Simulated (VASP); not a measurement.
# TiSi2 (Fddd) in VASP: single point with r2SCAN

Aim: the single point of TiSi2 with r2SCAN.

Everything below comes from runs of VASP 6.6.1. Logs are shortened: lines on timing, memory, paths and dates and some standing lists are left out, and cuts for length are marked.

### Step 1. The cell of the first run

Symmetry: Fddd, No. 70, orthorhombic system. The conventional cell has a = 4.781 Å, b = 8.232 Å, c = 8.516 Å, α = 90.00°, β = 90.00°, γ = 90.00°. Within 3.4 Å of Ti (site symmetry 222) lie 10 Si at 2.55 to 2.78 Å and 4 Ti at 3.19 Å. Si (site symmetry 2) has 9 Si at 2.52 to 3.19 Å and 5 Ti at 2.55 to 2.78 Å within 3.3 Å.

### Step 2. Single point, r2SCAN

Input file POSCAR:

```
TiSi2
1.0
    0.0000000000      4.1159922732      4.2581180932
    2.3903443304      0.0000000000      4.2581180932
    2.3903443304      4.1159922732      0.0000000000
Ti Si
2 4
Direct
    0.7500000000      0.7500000000      0.7500000000
    0.5000000000      0.5000000000      0.5000000000
    0.0873298589      0.4126701411      0.0873298589
    0.4126701411      0.0873298589      0.4126701411
    0.1626701411      0.8373298589      0.1626701411
    0.8373298589      0.1626701411      0.8373298589
```

Input file INCAR.step1:

```
ALGO = Normal
EDIFF = 1E-4
ENCUT = 520
GGA = PE
ISMEAR = 0
LASPH = T
LCHARG = F
LREAL = F
LWAVE = T
NBANDS = 29
NELM = 60
PREC = Accurate
SIGMA = 0.1
```

Input file INCAR.step2:

```
ALGO = Normal
EDIFF = 1E-6
ENCUT = 520
ISIF = 2
ISMEAR = 0
ISTART = 1
LASPH = T
LCHARG = F
LMIXTAU = T
LREAL = F
LWAVE = F
METAGGA = R2SCAN
NBANDS = 29
NELM = 60
PREC = Accurate
SIGMA = 0.1
```

Input file KPOINTS:

```
k-points
0
Gamma
  10 10 10
```

Potentials or basis: VASP PAW PBE potentials, release 64 (Ti_sv, Si).

Started as:

```bash
$ cat potpaw_PBE.64/Ti_sv/POTCAR potpaw_PBE.64/Si/POTCAR > POTCAR
$ cp INCAR.step1 INCAR
$ mpirun -np 1 vasp_std > vasp.out
$ cp INCAR.step2 INCAR
$ mpirun -np 1 vasp_std > vasp.out
```

OUTCAR:

```text
EDIFF = 1E-6
   ENCUT = 520
   ISIF = 2
   ISMEAR = 0
   ISTART = 1
   LASPH = T
   LREAL = F
   METAGGA = R2SCAN
   NELM = 60
   PREC = Accurate

 ion  position               nearest neighbor table
   1  0.750  0.750  0.750-   6 2.55   5 2.55   6 2.55   5 2.55   4 2.74   4 2.74   3 2.74   3 2.74
                             3 2.78   4 2.78
   2  0.500  0.500  0.500-   3 2.55   4 2.55   3 2.55   4 2.55   5 2.74   5 2.74   6 2.74   6 2.74
                             5 2.78   6 2.78
   3  0.087  0.413  0.087-   5 2.52   5 2.52   2 2.55   2 2.55   4 2.68   1 2.74   1 2.74   1 2.78
                             4 2.79   4 2.79
   4  0.413  0.087  0.413-   6 2.52   6 2.52   2 2.55   2 2.55   3 2.68   1 2.74   1 2.74   1 2.78
                             3 2.79   3 2.79
   5  0.163  0.837  0.163-   3 2.52   3 2.52   1 2.55   1 2.55   6 2.68   2 2.74   2 2.74   2 2.78
                             6 2.79   6 2.79
   6  0.837  0.163  0.837-   4 2.52   4 2.52   1 2.55   1 2.55   5 2.68   2 2.74   2 2.74   2 2.78
                             5 2.79   5 2.79

  LATTYP: Found a face centered orthorhombic cell.
 ALAT       =     4.7806886608
 B/A-ratio  =     1.7219244194
 C/A-ratio  =     1.7813827234

  Lattice vectors:

 A1 = (   0.0000000000,   4.1159922732,   4.2581180932)
 A2 = (   2.3903443304,   0.0000000000,   4.2581180932)
 A3 = (   2.3903443304,   4.1159922732,   0.0000000000)

Analysis of symmetry for initial positions (statically):
=====================================================================
 Subroutine PRICEL returns:
 Original cell was already a primitive cell.

 Routine SETGRP: Setting up the symmetry group for a
 face centered orthorhombic supercell.

 Subroutine GETGRP returns: Found  8 space group operations
 (whereof  4 operations were pure point group operations)
 out of a pool of  8 trial point group operations.

The static configuration has the point symmetry D_2 .
 The point group associated with its full space group is D_2h.

Analysis of symmetry for dynamics (positions and initial velocities):
=====================================================================
 Subroutine PRICEL returns:
 Original cell was already a primitive cell.

 Routine SETGRP: Setting up the symmetry group for a
 face centered orthorhombic supercell.

 Subroutine GETGRP returns: Found  8 space group operations
 (whereof  4 operations were pure point group operations)
 out of a pool of  8 trial point group operations.

The dynamic configuration has the point symmetry D_2 .
[... 111 lines left out ...]
   NSW    =      0    number of steps for IOM
   IBRION =     -1    ionic relax: 0-MD 1-quasi-New 2-CG
   NFREE  =      0    steps in history (QN), initial steepest desc. (CG)
   ISIF   =      2    stress and relaxation
   ISYM   =      2    0-nonsym 1-usesym 2-fastsym
   POTIM  = 0.5000    time-step for ionic-motion
   TEBEG  =    0.0;   TEEND  =   0.0 temperature during run
   PSTRESS=    0.0 pullay stress
   NELECT =      40.0000    total number of electrons
   NUPDOWN=      -1.0000    fix difference up-down
   EMIN   =  10.00;   EMAX   =-10.00  energy-range for DOS
   EFERMI =   0.00;   METHOD = LEGACY
   ISMEAR =     0;   SIGMA  =   0.10  broadening in eV -4-tet -1-fermi 0-gaus
   EFERMI_NEDOS =   21; number of points for ismear=-14 and -15
   IALGO  =     38    algorithm
   IMIX   =      4    mixing-type and parameters
     AMIX     =   0.40;   BMIX     =  1.00
     AMIX_MAG =   1.60;   BMIX_MAG =  1.00
  volume/ion in A,a.u.               =      13.96        94.24
  Fermi-wavevector in a.u.,A,eV,Ry     =   1.279481  2.417869 22.273720  1.637072
  Thomas-Fermi vector in A             =   2.411964
   LORBIT       =      0    0 simple, 1 ext, 2 COOP (PROOUT), +10 PAW based schemes
   METAGGA = R2SCAN    functional components
   LHFCALC =     F    Hartree Fock is set to
   AEXX    =    0.0000 exact exchange contribution
   IVDW    =     0    specifies the selected vdW correction
   LEPSILON=     F    determine dielectric tensor
   LRPA    =     F    only Hartree local field effects (RPA)
 non-spin polarized calculation
 Gauss-broadening in eV      SIGMA  =   0.10
  energy-cutoff  :      520.00
  volume of cell :       83.79
 maximum number of plane-waves:      2280
 NGX is ok and might be reduce to    48
   NGX = 21   NGY = 19   NGZ = 17

 number of electron      40.0000003 magnetization

 Free energy of the ion-electron system (eV)
  ---------------------------------------------------
  ext. energy  EPLUGINS =         0.00000000
  ---------------------------------------------------
  free energy    TOTEN  =       -64.12143872 eV

  energy without entropy =      -64.11125474  energy(sigma->0) =      -64.11634673

 E-fermi :  10.2405     XC(G=0): -12.5765

 val. band max:       10.2360084960   @ k =   0.0000   0.2000   0.2000
 cond. band min:      10.2412977584   @ k =  -0.1000   0.3000   0.4000
 fundamental gap:      0.0052892624
 Fermi energy:        10.2405416072

 k-point     1 :       0.0000    0.0000    0.0000
  band No.  band energies     occupation
      1     -48.3903      2.00000
      2     -48.3596      2.00000
      3     -23.7373      2.00000
      4     -23.7182      2.00000
      5     -23.6414      2.00000
      6     -23.6261      2.00000
[... 757 lines left out ...]
     28      14.5100      0.00000
     29      14.6522      0.00000

 [... further k-points ...]

------------------------ aborting loop because EDIFF is reached ----------------------------------------

  FORCE on cell =-STRESS in cart. coord.  units (eV):
  Direction    XX          YY          ZZ          XY          YZ          ZX
  --------------------------------------------------------------------------------------
  -------------------------------------------------------------------------------------
  Total        0.1847790      0.1817696      0.1285208      0.0000000      0.0000000      0.0000000
  in kB        3.5332994      3.4757549      2.4575433      0.0000000      0.0000000      0.0000000
  external PRESSURE =       3.1555326 kB  Pullay stress =       0.0000000 kB

 VOLUME and BASIS-vectors are now :
 -----------------------------------------------------------------------------
  energy-cutoff  :      520.00
  volume of cell :       83.79
      direct lattice vectors                 reciprocal lattice vectors
     0.000000000  4.115992273  4.258118093    -0.209174885  0.121477390  0.117422765
     2.390344330  0.000000000  4.258118093     0.209174885 -0.121477390  0.117422765
     2.390344330  4.115992273  0.000000000     0.209174885  0.121477390 -0.117422765

 POSITION                                       TOTAL-FORCE (eV/Angst)
 -----------------------------------------------------------------------------------
      3.58552      6.17399      6.38718        -0.000000      0.000000     -0.000000
      2.39034      4.11599      4.25812         0.000000     -0.000000      0.000000
      1.19517      0.71890      2.12906         0.000000      0.007793     -0.000000
      1.19517      3.39709      2.12906         0.000000     -0.007793     -0.000000
      2.39034      1.33910      4.25812        -0.000000     -0.007793      0.000000
      2.39034      6.89289      4.25812        -0.000000      0.007793      0.000000
 -----------------------------------------------------------------------------------
    total drift:                               -0.000000     -0.000000      0.000000

  FREE ENERGIE OF THE ION-ELECTRON SYSTEM (eV)
  ---------------------------------------------------
  free  energy   TOTEN  =       -64.1214387216 eV

  energy  without entropy=      -64.1112547368  energy(sigma->0) =      -64.11634673
```

OSZICAR.step1:

```text
N       E                     dE             d eps       ncg     rms          rms(c)
DAV:   1     0.390588317837E+03    0.39059E+03   -0.18813E+04  9918   0.147E+03
DAV:   2     0.223263272678E+01   -0.38836E+03   -0.37753E+03  9988   0.430E+02
DAV:   3    -0.406531553011E+02   -0.42886E+02   -0.41973E+02 16371   0.120E+02
DAV:   4    -0.441169263271E+02   -0.34638E+01   -0.34443E+01 14188   0.303E+01
DAV:   5    -0.443203130904E+02   -0.20339E+00   -0.20333E+00 15004   0.626E+00    0.186E+01
DAV:   6    -0.413694425801E+02    0.29509E+01   -0.33140E+01 14081   0.405E+01    0.706E+00
DAV:   7    -0.407801961418E+02    0.58925E+00   -0.64526E+00 13453   0.188E+01    0.524E+00
DAV:   8    -0.407188289962E+02    0.61367E-01   -0.82700E-01 13570   0.715E+00    0.143E+00
DAV:   9    -0.406995023230E+02    0.19327E-01   -0.16661E-01 13628   0.338E+00    0.515E-01
DAV:  10    -0.407007247671E+02   -0.12224E-02   -0.68941E-03 13232   0.613E-01    0.264E-01
DAV:  11    -0.407005056166E+02    0.21915E-03   -0.67570E-03 14466   0.615E-01    0.165E-01
DAV:  12    -0.407003263766E+02    0.17924E-03   -0.13475E-03 13493   0.289E-01    0.170E-02
DAV:  13    -0.407003263005E+02    0.76083E-07   -0.25944E-05  7081   0.473E-02
   1 F= -.40700326E+02 E0= -.40694829E+02  d E =-.109951E-01
```

Run time: 13 min. Hardware: 1 thread of Intel Xeon 6975P-C (Granite Rapids), shared host; peak memory 0.49 GiB.

Results:

| Property | Result |
| --- | --- |
| Free energy | -64.1214 eV |
| Pressure | 0.3 GPa |
| Largest force | 0.008 eV/Å |
| Band gap on the k mesh | zero (bands 20 and 21 overlap by 2.01 eV) |

Forces in eV/Å, atoms in the order of the input:
```
Ti   0.000  0.000  0.000
Ti   0.000  0.000  0.000
Si   0.000  0.008  0.000
Si   0.000 -0.008  0.000
Si   0.000 -0.008  0.000
Si   0.000  0.008  0.000
```

Stress tensor (GPa, compression positive):
```
0.35 0.00 0.00
0.00 0.35 0.00
0.00 0.00 0.25
```

Levels at points of the mesh, in eV from the Fermi level:
```csv
k point,band 17,band 18,band 19,band 20,band 21,band 22,band 23,band 24
"(0.00, 0.00, 0.00)",-2.44,-2.33,-2.02,-1.57,-0.99,2.27,3.37,3.65
"(0.50, 0.00, 0.00)",-2.07,-1.12,-0.02,0.17,1.04,1.48,1.78,2.40
"(0.50, 0.50, 0.00)",-1.78,-1.78,-1.07,-1.07,0.83,0.83,3.43,3.43
"(0.50, 0.00, 0.50)",-2.52,-2.52,-0.93,-0.93,1.39,1.39,3.58,3.58
"(0.00, 0.50, 0.50)",-1.18,-1.18,-0.72,-0.72,0.92,0.92,2.47,2.47
```

Caveat: the PAW data sets were made with another functional, which shifts forces and pressure a little.
